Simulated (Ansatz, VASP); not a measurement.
# WS2: VASP beside Ansatz

File INCAR:

```
ALGO = Normal
EDIFF = 1E-6
ENCUT = 520
ISIF = 2
ISMEAR = -1
LASPH = T
LCHARG = F
LREAL = F
LWAVE = F
NBANDS = 20
NELM = 60
PREC = Accurate
SIGMA = 0.05
```

Contents of KPOINTS:

```
k-points
0
Gamma
  10 10 10
```

File POSCAR:

```
WS2
1.0
    1.5467664657      0.8930260354      6.0375157167
   -1.5467664657      0.8930260354      6.0375157167
    0.0000000000     -1.7860520706      6.0375157167
W S
1 2
Direct
    0.0000000000      0.0000000000      0.0000000000
    0.5810000000      0.5810000000      0.5810000000
    0.7503000000      0.7503000000      0.7503000000
```

File input.yaml:

```yaml
crystal:
  lattice:
    - [1.5467664657, 0.8930260354, 6.0375157167]
    - [-1.5467664657, 0.8930260354, 6.0375157167]
    - [0.0, -1.7860520706, 6.0375157167]
  atoms:
    - { symbol: W, position: [0.0, 0.0, 0.0] }
    - { symbol: S, position: [0.581, 0.581, 0.581] }
    - { symbol: S, position: [0.7503, 0.7503, 0.7503] }
hamiltonian:
  xc: lda
  pseudopotentials: { kind: paw }
kpoints:
  mp_grid: { grid: [10, 10, 10] }
scf:
  occupations: { method: fermi_dirac, width: 0.05 }
output:
  forces: true
  stress: true
  eigenvalues: true
```

Alike in both runs: task single point; functional LDA; k mesh 10 × 10 × 10; occupations fermi-dirac, width 0.05 eV; no spin polarisation.

```csv
,VASP,Ansatz
version,VASP 6.6.1,Ansatz 0.2.0
potentials or method,"VASP PAW LDA potentials, release 64 (W_sv, S)",Ansatz PAW
plane-wave cutoff (eV),520,420
valence electrons in the cell,26,26
```

```csv
,VASP,Ansatz,Ansatz less VASP
gap on the k mesh at the Fermi level (eV),0.92,0.91,-0.012
least direct gap on the mesh (eV),2.37,2.36,-0.010
pressure (GPa),8.3,7.8,-0.47
"traceless stress, the component that is largest in VASP (GPa)",1.01,1.01,+0.001
rms of the force components (eV/Å),0.528,0.507,-0.0207
```

LDA's correlation is that of Perdew and Zunger in VASP and of Perdew and Wang (1992) in Ansatz. Atom by atom the forces differ by 0.024 eV/Å (rms over components).

Neither program's run includes spin-orbit coupling.
